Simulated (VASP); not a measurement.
A run of VASP 6.6.1 is set up as follows.

Contents of INCAR:

```
SYSTEM = Ge2N
PREC = Accurate ; ENCUT = 600
EDIFF = 1E-6 ; ISMEAR = 0
SIGMA = 0.1 ; LREAL = .FALSE.
LASPH = .TRUE. ; NELM = 100
ALGO = Normal ; ISIF = 3
LWAVE = .FALSE. ; LCHARG = .FALSE.
GGA = PE ; IBRION = 2
NSW = 90 ; EDIFFG = -0.04
```

KPOINTS

```
regular mesh
0
G
  6 6 6
  0 0 0
```

The input POSCAR:

```
Ge2N
1.0
    0.0000000000      3.0593943800      3.0593943800
    3.0593943800      0.0000000000      3.0593943800
    3.0593943800      3.0593943800      0.0000000000
Ge N
2 1
Direct
    0.2500000000      0.2500000000      0.2500000000
    0.7500000000      0.7500000000      0.7500000000
    0.0000000000      0.0000000000      0.0000000000
```

Potentials or basis: VASP PAW PBE potentials, release 64 (Ge_d, N).

Run with:

```bash
$ cat potpaw_PBE.64/Ge_d/POTCAR potpaw_PBE.64/N/POTCAR > POTCAR
$ mpirun -np 1 vasp_std > vasp.out
```

(1) Estimate the relaxed volume.

(2) What does it give for the relaxed cell?

## Answers

(1) 16.70 Å³/atom.

(2) a = 4.138 Å, b = 4.138 Å, c = 4.138 Å, α = 60.00°, β = 60.00°, γ = 60.00°.
